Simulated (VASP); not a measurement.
## Cd: single point with PBE

The system is Cd.

```
Cd
1.0
     2.97887    0.00000    0.00000
    -1.48944    2.57978    0.00000
     0.00000    0.00000    5.44912
Cd
2
Cartesian
  0.0000 1.7199 1.3623
  1.4894 0.8599 4.0868
```

This cell differs from its parent crystal: zz strain of -3 %.

| Property | Result |
| --- | --- |
| Program | VASP 6.6.1 |
| Task | single point |
| Functional | PBE |
| Potentials or basis | VASP PAW PBE potentials, release 64 (Cd) |
| Cutoff | 520 eV |
| k mesh | 14 × 14 × 7 |
| Occupations | fermi-dirac, width 0.05 eV |
| Spin | no spin polarisation |

```yaml
Pressure: 4.9 GPa
Band_gap_on_the_k_mesh: zero (bands 12 and 13 overlap by 3.84 eV)
```

Stress tensor (GPa, compression positive):
```
5.32 0.00 0.00
0.00 5.32 0.00
0.00 0.00 3.94
```

Levels at points of the mesh, in eV from the Fermi level:
```
           k point  band 9  band 10  band 11  band 12  band 13  band 14  band 15  band 16
(0.00, 0.00, 0.00)   -8.88    -8.57    -8.57    -3.12    -2.72    11.52    14.26    14.65
(0.50, 0.00, 0.00)   -8.33    -8.30    -2.57    -2.05     2.16     3.02     3.43     5.34
```

It took 37 s on 1 thread of AMD EPYC 9R45 96-Core Processor (Zen 5), on a shared host, peak memory 0.17 GiB.

Caveat: the cell differs from its parent crystal (zz strain of -3 %); the cell stands under pressure.
